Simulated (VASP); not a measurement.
## Cu2H: single point with PBE

The system is Cu2H.

```xyz
6
Lattice="-1.8691 1.8691 3.8255 1.8691 -1.8691 3.8255 1.8691 1.8691 -3.8255" Properties=species:S:1:pos:R:3 pbc="T T T"
Cu    0.0000    0.0000    1.9161
Cu    0.0000    1.8691    3.8289
Cu    0.0000    1.8691   -0.0034
Cu    0.0000    0.0000    5.7348
H     0.0000    0.0000    0.0000
H     0.0000    1.8691    1.9127
```

* Program: VASP 6.6.1
* Task: single point
* Functional: PBE
* Potentials or basis: VASP PAW PBE potentials, release 64 (Cu, H)
* Cutoff: 520 eV
* k mesh: 6 × 6 × 6
* Occupations: gaussian, width 0.1 eV
* Spin: no spin polarisation

* Pressure: 0.3 GPa
* Largest force: 0.009 eV/Å
* Band gap on the k mesh: zero (bands 23 and 24 overlap by 3.66 eV)

Forces on the atoms (eV/Å):
```
Cu   0.000  0.000 -0.009
Cu   0.000  0.000 -0.009
Cu   0.000  0.000  0.009
Cu   0.000  0.000  0.009
H    0.000  0.000  0.000
H    0.000  0.000  0.000
```

Stress tensor (GPa, compression positive):
```
0.37 0.00 0.00
0.00 0.37 0.00
0.00 0.00 0.26
```

Levels at points of the mesh, in eV from the Fermi level:
```tsv
k point	band 21	band 22	band 23	band 24	band 25	band 26
(0.00, 0.00, 0.00)	-2.08	-0.04	1.46	3.49	4.42	4.42
(0.50, 0.00, 0.00)	-2.24	-2.19	-0.19	0.70	4.80	5.16
(0.50, 0.50, 0.00)	-2.22	-2.22	-1.10	-1.10	2.08	2.08
(0.50, 0.50, 0.50)	-2.08	-2.08	0.37	0.37	3.29	3.29
```

Wall time 28 s on 1 thread of Intel(R) Xeon(R) Platinum 8559C (Emerald Rapids), on a shared host, peak memory 0.2 GiB.
